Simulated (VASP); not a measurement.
Crystal: BaTiO3.

```
Ba Ti O
1.0
     3.99410    0.00000    0.00000
     0.00000    3.99410    0.00000
     0.00000    0.00000    3.99410
Ba Ti O
1 1 3
Direct
  0.00000 0.00000 0.00000
  0.50000 0.50000 0.50000
  0.50000 0.50000 0.00000
  0.50000 0.00000 0.50000
  0.00000 0.50000 0.50000
```

Base run:

- Program: VASP 6.6.1
- Functional: PBE
- Potentials or basis: VASP PAW PBE potentials, release 64 (Ba_sv, Ti_sv, O)
- Cutoff: 520 eV
- k mesh: 6 × 6 × 6
- Occupations: fermi-dirac, width 0.02 eV
- Spin: no spin polarisation

Its results: band gap on the k mesh 1.76 eV, indirect (least direct gap 1.90 eV); pressure 5.0 GPa.

Task: The run is repeated on the same cell with these changes: functional from PBE to r2SCAN; occupations from fermi-dirac, width 0.02 eV to gaussian, width 0.01 eV. What comes out?

Result: Band gap on the k mesh 2.15 eV, indirect (least direct gap 2.30 eV); pressure 2.0 GPa.

Caveats: spin-orbit coupling is left out, which moves the levels of the heavy elements; the PAW data sets were made with another functional, which shifts forces and pressure a little (some runs).

A k mesh can miss the band edges.
